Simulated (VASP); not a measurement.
Input of a VASP 6.6.1 run:

Contents of POSCAR:

```
CuAu
1.0
    2.7918847965      0.0000000000      0.0000000000
    0.0000000000      2.7918847965      0.0000000000
    0.0000000000      0.0000000000      3.6602677112
Au Cu
1 1
Direct
    0.0000000000      0.0000000000      0.0000000000
    0.5000000000      0.5000000000      0.5000000000
```

File INCAR.step1:

```
  PREC = Accurate
  ENCUT = 900
  ISMEAR = -1
  SIGMA = 0.05
  LREAL = F
  LASPH = T
  NELM = 120
  NBANDS = 26
  GGA = PE
  ALGO = Normal
  EDIFF = 1E-5
  LWAVE = T
  LCHARG = F
  GGA_COMPAT = F
```

Contents of INCAR.step2:

```
  PREC = Accurate
  ENCUT = 900
  EDIFF = 1E-6
  ISMEAR = -1
  SIGMA = 0.05
  LREAL = F
  LASPH = T
  NELM = 120
  ALGO = Normal
  ISIF = 2
  LWAVE = F
  LCHARG = F
  METAGGA = R2SCAN
  LMIXTAU = T
  NBANDS = 26
  ISTART = 1
  GGA_COMPAT = F
```

The input KPOINTS:

```
regular mesh
0
Gamma
  9 9 7
```

Potentials or basis: VASP PAW PBE potentials, release 64 (Au_sv_GW, Cu_sv_GW).

Run with:

```console
$ cat potpaw_PBE.64/Au_sv_GW/POTCAR potpaw_PBE.64/Cu_sv_GW/POTCAR > POTCAR
$ cp INCAR.step1 INCAR
$ mpirun -np 1 vasp_std > vasp.out
$ cp INCAR.step2 INCAR
$ mpirun -np 1 vasp_std > vasp.out
```

Estimate the pressure.

2.7 GPa.

What does it give for the band gap on the k mesh?

Zero (bands 19 and 20 overlap by 5.76 eV).

Stress tensor (GPa, compression positive):
```
3.06 0.00 0.00
0.00 3.06 0.00
0.00 0.00 1.98
```

Caveat: the PAW data sets were made with another functional, which shifts forces and pressure a little; spin-orbit coupling is left out, which moves the levels of the heavy elements.
